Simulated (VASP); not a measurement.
MgO: single point with PBE

**What was measured.**

From “Electronic structure of alkaline earth and post-transition metal oxides”, 2009, arxiv:0908.1581, for a bulk crystal of MgO: band gap 7.83 eV.

Crystal: MgO.

```
Mg O
1.0
     0.00000    2.13515    2.13515
     2.13515    0.00000    2.13515
     2.13515    2.13515    0.00000
Mg O
1 1
Direct
  0.00000 0.00000 0.00000
  0.50000 0.50000 0.50000
```

```json
{"Program": "VASP 6.6.1", "Task": "single point", "Functional": "PBE", "Potentials or basis": "VASP PAW PBE potentials, release 64 (Mg, O)", "Cutoff": "520 eV", "k mesh": "14 × 14 × 14", "Occupations": "gaussian, width 0.05 eV", "Spin": "no spin polarisation", "Dipole correction": "no", "Further INCAR settings": "ALGO = Normal; EDIFF = 1e-07; NBANDS = 11"}
```

The pressure is -2.4 GPa and the band gap on the k mesh is 4.34 eV, direct.

Levels at points of the mesh, in eV from the valence-band top:
| k point | band 1 | band 2 | band 3 | band 4 | band 5 | band 6 | band 7 | band 8 |
| --- | --- | --- | --- | --- | --- | --- | --- | --- |
| (0.00, 0.00, 0.00) | -17.06 | 0.00 | 0.00 | 0.00 | 4.34 | 15.57 | 15.57 | 15.57 |
| (0.50, 0.00, 0.00) | -15.87 | -4.44 | -0.61 | -0.61 | 7.64 | 12.14 | 15.89 | 15.89 |
| (0.50, 0.50, 0.00) | -15.63 | -3.92 | -1.29 | -1.29 | 9.07 | 9.53 | 12.67 | 18.35 |

It took 21 s on 1 thread of Intel Xeon 8259CL (shared host), peak memory 0.15 GiB.

A measured gap of MgO is 7.83 eV (quoted in “Electronic structure of alkaline earth and post-transition metal oxides”, 2009, arxiv:0908.1581); the calculated 4.34 eV misses it by -3.49 eV. The value is that of PBE on a finite k mesh, which can miss the band edges, without temperature or zero-point motion. Semilocal functionals fall short of measured gaps as a rule.
